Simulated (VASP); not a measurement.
Set up this calculation in VASP 6.6.1, as the native input.

- Task: single point
- Functional: PBEsol
- Potentials or basis: VASP PAW PBE potentials, release 64 (Ti_sv, Al)
- Cutoff: 520 eV
- k mesh: 11 × 11 × 6
- Occupations: fermi-dirac, width 0.05 eV
- Spin: no spin polarisation
- Dipole correction: no
- Further INCAR settings: ALGO = Fast; EDIFF = 1e-06; NBANDS = 14

The structure of TiAl lies in POSCAR:

```
TiAl
1.0
    2.8508464083      0.0000000000      0.0000000000
   -1.4254232041      2.4689054119      0.0000000000
    0.0000000000      0.0000000000      4.6125316215
Ti Al
1 1
Direct
    0.0000000000      0.0000000000      0.0000000000
    0.3333333333      0.6666666667      0.5000000000
```

The input as run:

INCAR

```
SYSTEM = TiAl
  PREC = Accurate
  ENCUT = 520
  EDIFF = 1E-6
  ISMEAR = -1
  SIGMA = 0.05
  LREAL = .False.
  LASPH = .True.
  NELM = 80
  ALGO = Fast
  ISIF = 2
  LWAVE = .False.
  LCHARG = .True.
  GGA = PS
  LELF = .True.
  LVHAR = .True.
  NBANDS = 14
```

KPOINTS

```
regular mesh
0
Gamma
  11 11 6
  0 0 0
```

Potentials or basis: VASP PAW PBE potentials, release 64 (Ti_sv, Al).

Command:

```bash
$ cat potpaw_PBE.64/Ti_sv/POTCAR potpaw_PBE.64/Al/POTCAR > POTCAR
$ mpirun -np 1 vasp_std > vasp.out
```

Results of the run:

```json
{
 "Pressure": "0.0 GPa"
}
```

Caveat: the PAW data sets were made with another functional, which shifts forces and pressure a little.

Wall time 2 min on 1 thread of AMD EPYC 7R43 64-Core Processor (Zen 3), with other jobs on the host, peak memory 0.13 GiB.
